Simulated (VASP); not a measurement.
# TaRu (P4/mmm) in VASP: notebook, part 2 of 3

VASP 6.6.1.

## (4) Single point, LDA (volume scaled by 1.01)

Input file INCAR:

```
SYSTEM = TaRu
PREC = Accurate
ENCUT = 520
EDIFF = 1E-7
ISMEAR = -1
SIGMA = 0.05
LREAL = .FALSE.
LASPH = .TRUE.
NELM = 100
ALGO = Normal
ISIF = 2
LWAVE = .FALSE.
LCHARG = .FALSE.
NBANDS = 20
```

Input file KPOINTS:

```
regular mesh
0
G
  11 11 10
  0 0 0
```

Input file POSCAR:

```
TaRu
1.0
    3.0631429316      0.0000000000      0.0000000000
    0.0000000000      3.0631429316      0.0000000000
    0.0000000000      0.0000000000      3.4002592189
Ta Ru
1 1
Direct
    0.5000000000      0.5000000000      0.5000000000
    0.0000000000      0.0000000000      0.0000000000
```

Potentials or basis: VASP PAW LDA potentials, release 64 (Ta_pv, Ru_pv).

The run is started by

```
$ cat potpaw_LDA.64/Ta_pv/POTCAR potpaw_LDA.64/Ru_pv/POTCAR > POTCAR
$ mpirun -np 1 vasp_std > vasp.out
```

OUTCAR:

```text
SYSTEM = TaRu
   PREC = Accurate
   ENCUT = 520
   EDIFF = 1E-7
   ISMEAR = -1
   LREAL = .FALSE.
   LASPH = .TRUE.
   NELM = 100
   ISIF = 2

 ion  position               nearest neighbor table
   1  0.500  0.500  0.500-   2 2.75   2 2.75   2 2.75   2 2.75   2 2.75   2 2.75   2 2.75   2 2.75

   2  0.000  0.000  0.000-   1 2.75   1 2.75   1 2.75   1 2.75   1 2.75   1 2.75   1 2.75   1 2.75

  LATTYP: Found a simple tetragonal cell.
 ALAT       =     3.0631429316
 C/A-ratio  =     1.1100556829

  Lattice vectors:

 A1 = (   3.0631429316,   0.0000000000,   0.0000000000)
 A2 = (   0.0000000000,   3.0631429316,   0.0000000000)
 A3 = (   0.0000000000,   0.0000000000,   3.4002592189)

Analysis of symmetry for initial positions (statically):
=====================================================================
 Subroutine PRICEL returns:
 Original cell was already a primitive cell.

 Routine SETGRP: Setting up the symmetry group for a
 simple tetragonal supercell.

 Subroutine GETGRP returns: Found 16 space group operations
 (whereof 16 operations were pure point group operations)
 out of a pool of 16 trial point group operations.

The static configuration has the point symmetry D_4h.

[... 157 lines left out ...]

  energy without entropy =      -23.99472065  energy(sigma->0) =      -24.00465009

 E-fermi :   9.0895     XC(G=0): -13.4314

 val. band max:        9.0721148889   @ k =   0.4545   0.0909   0.2000
 cond. band min:       9.0907693712   @ k =   0.4545   0.0909   0.1000
 fundamental gap:      0.0186544823
 Fermi energy:         9.0895044459

 k-point     1 :       0.0000    0.0000    0.0000
  band No.  band energies     occupation
      1     -33.6353      2.00000
      2     -33.5944      2.00000
      3     -33.5944      2.00000
      4     -25.6036      2.00000
      5     -25.4672      2.00000
      6     -25.4672      2.00000
[... 541 lines left out ...]
     19      18.1629      0.00000
     20      19.3050      0.00000

 [... further k-points ...]

------------------------ aborting loop because EDIFF is reached ----------------------------------------

  FORCE on cell =-STRESS in cart. coord.  units (eV):
  Direction    XX          YY          ZZ          XY          YZ          ZX
  --------------------------------------------------------------------------------------
  -------------------------------------------------------------------------------------
  Total       -2.4590627     -2.4590627     -2.2129634      0.0000000      0.0000000      0.0000000
  in kB     -123.4905218   -123.4905218   -111.1317783      0.0000000      0.0000000      0.0000000
  external PRESSURE =    -119.3709406 kB  Pullay stress =       0.0000000 kB

 VOLUME and BASIS-vectors are now :
 -----------------------------------------------------------------------------
  energy-cutoff  :      520.00
  volume of cell :       31.90
      direct lattice vectors                 reciprocal lattice vectors
     3.063142932  0.000000000  0.000000000     0.326462076  0.000000000  0.000000000
     0.000000000  3.063142932  0.000000000     0.000000000  0.326462076  0.000000000
     0.000000000  0.000000000  3.400259219     0.000000000  0.000000000  0.294095225

 POSITION                                       TOTAL-FORCE (eV/Angst)
 -----------------------------------------------------------------------------------
      1.53157      1.53157      1.70013         0.000000      0.000000      0.000000
      0.00000      0.00000      0.00000         0.000000      0.000000      0.000000
 -----------------------------------------------------------------------------------
    total drift:                                0.000000      0.000000     -0.000000

  FREE ENERGIE OF THE ION-ELECTRON SYSTEM (eV)
  ---------------------------------------------------
  free  energy   TOTEN  =       -24.0145795351 eV

  energy  without entropy=      -23.9947206525  energy(sigma->0) =      -24.00465009
```

It took 90 s on 1 thread of AMD EPYC 7R43 (Zen 3), shared host; peak memory 0.16 GiB.

What came out:

| Item | Value |
| --- | --- |
| Free energy | -24.0146 eV |
| Pressure | -11.9 GPa |

Stress tensor (GPa, compression positive):
```
-12.35   0.00   0.00
  0.00 -12.35   0.00
  0.00   0.00 -11.11
```

Levels at points of the mesh, in eV from the Fermi level:
```tsv
k point	band 10	band 11	band 12	band 13	band 14	band 15
(0.00, 0.00, 0.00)	-2.32	-2.32	-1.47	0.43	1.75	4.24
(0.00, 0.00, 0.50)	-2.48	-1.77	-1.77	-0.80	0.06	0.77
```

Caveat: spin-orbit coupling is left out, which moves the levels of the heavy elements.

## (5) Single point, LDA (volume scaled by 1.04)

Input file INCAR:

```
PREC     = Accurate       # precision mode
ENCUT    = 520            # plane-wave cutoff, eV
EDIFF    = 1E-6           # SCF threshold, eV
ISMEAR   = -1             # smearing method
SIGMA    = 0.05           # smearing width, eV
LREAL    = False          # projectors in reciprocal space
LASPH    = True           # aspherical terms in the spheres
NELM     = 60             # most SCF steps
ALGO     = Normal         # electronic algorithm
ISIF     = 2              # what is computed and relaxed
LWAVE    = False          # write WAVECAR
LCHARG   = False          # write CHGCAR
GGA      = CA             # functional
NBANDS   = 20             # bands
```

Input file KPOINTS:

```
regular mesh
0
Gamma
  11 11 10
```

Input file POSCAR:

```
TaRu
1.0
    3.0931756599      0.0000000000      0.0000000000
    0.0000000000      3.0931756599      0.0000000000
    0.0000000000      0.0000000000      3.4335972196
Ta Ru
1 1
Direct
    0.5000000000      0.5000000000      0.5000000000
    0.0000000000      0.0000000000      0.0000000000
```

Potentials or basis: VASP PAW LDA potentials, release 64 (Ta_pv, Ru_pv).

The run is started by

```
$ cat potpaw_LDA.64/Ta_pv/POTCAR potpaw_LDA.64/Ru_pv/POTCAR > POTCAR
$ mpirun -np 1 vasp_std > vasp.out
```

OUTCAR:

```text
PREC = Accurate
   ENCUT = 520
   EDIFF = 1E-6
   ISMEAR = -1
   LREAL = False
   LASPH = True
   NELM = 60
   ISIF = 2
   GGA = CA

 ion  position               nearest neighbor table
   1  0.500  0.500  0.500-   2 2.78   2 2.78   2 2.78   2 2.78   2 2.78   2 2.78   2 2.78   2 2.78

   2  0.000  0.000  0.000-   1 2.78   1 2.78   1 2.78   1 2.78   1 2.78   1 2.78   1 2.78   1 2.78

  LATTYP: Found a simple tetragonal cell.
 ALAT       =     3.0931756599
 C/A-ratio  =     1.1100556829

  Lattice vectors:

 A1 = (   3.0931756599,   0.0000000000,   0.0000000000)
 A2 = (   0.0000000000,   3.0931756599,   0.0000000000)
 A3 = (   0.0000000000,   0.0000000000,   3.4335972196)

Analysis of symmetry for initial positions (statically):
=====================================================================
 Subroutine PRICEL returns:
 Original cell was already a primitive cell.

 Routine SETGRP: Setting up the symmetry group for a
 simple tetragonal supercell.

 Subroutine GETGRP returns: Found 16 space group operations
 (whereof 16 operations were pure point group operations)
 out of a pool of 16 trial point group operations.

The static configuration has the point symmetry D_4h.

Analysis of symmetry for dynamics (positions and initial velocities):
=====================================================================
 Subroutine PRICEL returns:
 Original cell was already a primitive cell.

 Routine SETGRP: Setting up the symmetry group for a
 simple tetragonal supercell.

 Subroutine GETGRP returns: Found 16 space group operations
 (whereof 16 operations were pure point group operations)
 out of a pool of 16 trial point group operations.

The dynamic configuration has the point symmetry D_4h.

 Subroutine INISYM returns: Found 16 space group operations
 (whereof 16 operations are pure point group operations),
 and found     1 'primitive' translations

----------------------------------------------------------------------------------------

                                     Primitive cell

  volume of cell :      32.8518

  direct lattice vectors                    reciprocal lattice vectors
     3.093175660  0.000000000  0.000000000     0.323292341  0.000000000  0.000000000
     0.000000000  3.093175660  0.000000000     0.000000000  0.323292341  0.000000000
     0.000000000  0.000000000  3.433597220     0.000000000  0.000000000  0.291239751

  length of vectors
     3.093175660  3.093175660  3.433597220     0.323292341  0.323292341  0.291239751

  position of ions in fractional coordinates (direct lattice)
     0.500000000  0.500000000  0.500000000
     0.000000000  0.000000000  0.000000000

  ion indices of the primitive-cell ions
   primitive index   ion index
                 1           1
                 2           2

----------------------------------------------------------------------------------------

 KPOINTS: regular mesh

Automatic generation of k-mesh.
 Grid dimensions read from file:
 generate k-points for:   11   11   10

 Generating k-lattice:

  Cartesian coordinates                     Fractional coordinates (reciprocal lattice)
     0.029390213  0.000000000  0.000000000     0.090909091  0.000000000  0.000000000
     0.000000000  0.029390213  0.000000000     0.000000000  0.090909091  0.000000000
     0.000000000  0.000000000  0.029123975     0.000000000  0.000000000  0.100000000

  Length of vectors
     0.029390213  0.029390213  0.029123975

  Shift w.r.t. Gamma in fractional coordinates (k-lattice)
     0.000000000  0.000000000  0.000000000

 Subroutine IBZKPT returns following result:
 ===========================================

 Found    126 irreducible k-points:

 Following reciprocal coordinates:
            Coordinates               Weight
  0.000000  0.000000  0.000000      1.000000
  0.090909  0.000000  0.000000      4.000000
  0.181818  0.000000  0.000000      4.000000
  0.272727  0.000000  0.000000      4.000000
  0.363636  0.000000  0.000000      4.000000
  0.454545  0.000000  0.000000      4.000000
[... 16 lines left out ...]
  0.090909  0.000000  0.100000      8.000000
  0.181818  0.000000  0.100000      8.000000
 [... further k-points ...]
   k-points           NKPTS =    126   k-points in BZ     NKDIM =    126   number of bands    NBANDS=     20
   number of dos      NEDOS =    301   number of ions     NIONS =      2
   total plane-waves  NPLWV =  16128
   dimension x,y,z NGX =    24 NGY =   24 NGZ =   28
   dimension x,y,z NGXF=    48 NGYF=   48 NGZF=   56
   ions per type =               1   1
   NGX,Y,Z   is equivalent  to a cutoff of  12.90, 12.90, 13.56 a.u.
   NGXF,Y,Z  is equivalent  to a cutoff of  25.80, 25.80, 27.11 a.u.
 SYSTEM =  unknown system
   PREC   = accura    normal or accurate (medium, high low for compatibility)
   ISTART =      0    job   : 0-new  1-cont  2-samecut
   ICHARG =      2    charge: 1-file 2-atom 10-const
   ISPIN  =      1    spin polarized calculation?
   LNONCOLLINEAR =      F non collinear calculations
   LSORBIT =      F    spin-orbit coupling
   LASPH  =      T    aspherical Exc in radial PAW
   ENCUT  =  520.0 eV  38.22 Ry    6.18 a.u.   5.75  5.75  6.38*2*pi/ulx,y,z
   NELM   =     60;   NELMIN=  2; NELMDL= -5     # of ELM steps
   EDIFF  = 0.1E-05   stopping-criterion for ELM
   LREAL  =      F    real-space projection
   EDIFFG = 0.1E-04   stopping-criterion for IOM
   NSW    =      0    number of steps for IOM
   IBRION =     -1    ionic relax: 0-MD 1-quasi-New 2-CG
   NFREE  =      0    steps in history (QN), initial steepest desc. (CG)
   ISIF   =      2    stress and relaxation
   ISYM   =      2    0-nonsym 1-usesym 2-fastsym
   POTIM  = 0.5000    time-step for ionic-motion
   TEBEG  =    0.0;   TEEND  =   0.0 temperature during run
   PSTRESS=    0.0 pullay stress
   NELECT =      25.0000    total number of electrons
   NUPDOWN=      -1.0000    fix difference up-down
   EMIN   =  10.00;   EMAX   =-10.00  energy-range for DOS
   EFERMI =   0.00;   METHOD = LEGACY
   ISMEAR =    -1;   SIGMA  =   0.05  broadening in eV -4-tet -1-fermi 0-gaus
   EFERMI_NEDOS =   21; number of points for ismear=-14 and -15
   IALGO  =     38    algorithm
   IMIX   =      4    mixing-type and parameters
     AMIX     =   0.40;   BMIX     =  1.00
     AMIX_MAG =   1.60;   BMIX_MAG =  1.00
  volume/ion in A,a.u.               =      16.43       110.85
  Fermi-wavevector in a.u.,A,eV,Ry     =   1.494636  2.824452 30.394540  2.233936
  Thomas-Fermi vector in A             =   2.606883
   LORBIT       =      0    0 simple, 1 ext, 2 COOP (PROOUT), +10 PAW based schemes
   GGA     = CA    functional components
   LHFCALC =     F    Hartree Fock is set to
   AEXX    =    0.0000 exact exchange contribution
   IVDW    =     0    specifies the selected vdW correction
   LEPSILON=     F    determine dielectric tensor
   LRPA    =     F    only Hartree local field effects (RPA)
 non-spin polarized calculation
  energy-cutoff  :      520.00
  volume of cell :       32.85
 maximum number of plane-waves:       901
 NGX is ok and might be reduce to    24
   NGX = 11   NGY = 11   NGZ = 13

 number of electron      25.0000006 magnetization

 Free energy of the ion-electron system (eV)
  ---------------------------------------------------
  ext. energy  EPLUGINS =         0.00000000
  ---------------------------------------------------
  free energy    TOTEN  =       -23.92497743 eV

  energy without entropy =      -23.90488795  energy(sigma->0) =      -23.91493269

 E-fermi :   8.7123     XC(G=0): -13.2702

 val. band max:        8.7074845204   @ k =   0.4545   0.1818   0.0000
 cond. band min:       8.7228717220   @ k =   0.0909   0.0000   0.4000
 fundamental gap:      0.0153872016
 Fermi energy:         8.7122973203

 k-point     1 :       0.0000    0.0000    0.0000
  band No.  band energies     occupation
      1     -33.9578      2.00000
      2     -33.9314      2.00000
      3     -33.9314      2.00000
      4     -26.0404      2.00000
      5     -25.9134      2.00000
      6     -25.9134      2.00000
[... 12 lines left out ...]
     19      17.8282      0.00000
     20      17.8282      0.00000
[... 507 lines left out ...]
 k-point    24 :       0.1818    0.0000    0.1000
  band No.  band energies     occupation
      1     -33.9710      2.00000
      2     -33.9535      2.00000
      3     -33.9251      2.00000
      4     -26.0576      2.00000
      5     -26.0317      2.00000
      6     -25.9088      2.00000
[... 12 lines left out ...]
     19      17.4799      0.00000
     20      18.9600      0.00000

 [... further k-points ...]

------------------------ aborting loop because EDIFF is reached ----------------------------------------

  FORCE on cell =-STRESS in cart. coord.  units (eV):
  Direction    XX          YY          ZZ          XY          YZ          ZX
  --------------------------------------------------------------------------------------
  -------------------------------------------------------------------------------------
  Total       -3.8833546     -3.8833546     -3.5615196      0.0000000      0.0000000      0.0000000
  in kB     -189.3909027   -189.3909027   -173.6950358      0.0000000      0.0000000      0.0000000
  external PRESSURE =    -184.1589470 kB  Pullay stress =       0.0000000 kB

 VOLUME and BASIS-vectors are now :
 -----------------------------------------------------------------------------
  energy-cutoff  :      520.00
  volume of cell :       32.85
      direct lattice vectors                 reciprocal lattice vectors
     3.093175660  0.000000000  0.000000000     0.323292341  0.000000000  0.000000000
     0.000000000  3.093175660  0.000000000     0.000000000  0.323292341  0.000000000
     0.000000000  0.000000000  3.433597220     0.000000000  0.000000000  0.291239751

 POSITION                                       TOTAL-FORCE (eV/Angst)
 -----------------------------------------------------------------------------------
      1.54659      1.54659      1.71680         0.000000      0.000000      0.000000
      0.00000      0.00000      0.00000         0.000000      0.000000      0.000000
 -----------------------------------------------------------------------------------
    total drift:                                0.000000      0.000000     -0.000000

  FREE ENERGIE OF THE ION-ELECTRON SYSTEM (eV)
  ---------------------------------------------------
  free  energy   TOTEN  =       -23.9249774331 eV

  energy  without entropy=      -23.9048879488  energy(sigma->0) =      -23.91493269
```

It took 71 s on 1 thread of AMD EPYC 7R43 (Zen 3), shared host; peak memory 0.16 GiB.

Results:

```yaml
Free_energy: -23.9250 eV
Pressure: -18.4 GPa
```

Caveat: spin-orbit coupling is left out, which moves the levels of the heavy elements.

(Continued in part 3 of 3.)
